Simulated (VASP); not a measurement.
Here is a VASP 6.6.1 calculation.

INCAR

```
SYSTEM = MnO
ALGO = Normal
EDIFF = 1E-7
ENCUT = 520
GGA = PE
ISIF = 2
ISMEAR = -1
ISPIN = 2
ISYM = 0
LASPH = .TRUE.
LCHARG = .TRUE.
LELF = .TRUE.
LMAXMIX = 4
LORBIT = 11
LREAL = .FALSE.
LVHAR = .TRUE.
LWAVE = .FALSE.
MAGMOM = 0 0 0 0 0 0 0 0
NBANDS = 52
NELM = 150
PREC = Accurate
SIGMA = 0.1
```

File KPOINTS:

```
k-points
0
G
  2 2 2
  0 0 0
```

Contents of POSCAR:

```
MnO
1.0
    4.9606143250      0.0000000000      0.0000000000
    0.0000000000      4.9606143250      0.0000000000
    0.0000000000      0.0000000000      4.9606143250
Mn O
4 4
Direct
    0.0111036780      0.0072366070      0.0061837460
   -0.0037933310      0.5033022570      0.5061993460
    0.5096546820      0.0115494180      0.4954162150
    0.4888359210      0.4989880030     -0.0071258520
    0.2423471410      0.2464263740      0.2494238860
    0.2386282470      0.7539440840      0.7424457970
    0.7389821660      0.2415048360      0.7415991220
    0.7597308590      0.7429347500      0.2557890240
```

Potentials or basis: VASP PAW PBE potentials, release 64 (Mn_pv, O).

Run with:

```console
$ cat potpaw_PBE.64/Mn_pv/POTCAR potpaw_PBE.64/O/POTCAR > POTCAR
$ mpirun -np 1 vasp_std > vasp.out
```

(1) Estimate the largest force.

(2) Estimate the net moment.

(3) Estimate the pressure.

## Answers

(1) 0.291 eV/Å.

(2) 0.00 μB per cell.

(3) -33.7 GPa.

Caveat: the k points lie up to 0.63 Å⁻¹ apart.
